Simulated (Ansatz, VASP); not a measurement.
# One calculation of ZnSe, two programs

```
Zn Se
1.0
     0.00000    2.80433    2.80433
     2.80433    0.00000    2.80433
     2.80433    2.80433    0.00000
Zn Se
1 1
Direct
  0.00000 0.00000 0.00000
  0.25000 0.25000 0.25000
```

Alike in both runs: task single point; functional r2SCAN; k mesh 8 × 8 × 8; occupations gaussian, width 0.02 eV; no spin polarisation.

|  | VASP | Ansatz |
| --- | --- | --- |
| version | VASP 6.6.1 | Ansatz 0.2.0 |
| potentials or method | VASP PAW PBE potentials, release 64 (Zn, Se), cutoff 520 eV | scalar-relativistic, plane waves, PAW |
| valence electrons in the cell | 18 | 28 |

Ansatz gave:

| Item | Value |
| --- | --- |
| gap on the k mesh at the Fermi level (eV) | 2.00 |
| least direct gap on the mesh (eV) | 2.00 |
| pressure (GPa) | 2.1 |

Task: Which values does VASP return?

Result: gap on the k mesh at the Fermi level (eV): 2.01; least direct gap on the mesh (eV): 2.01; pressure (GPa): 2.2.

VASP's potentials were made for PBE, not for r2SCAN. VASP's potentials hold 18 valence electrons a cell and Ansatz's 28, so a difference there can come from the potentials and not from the codes.
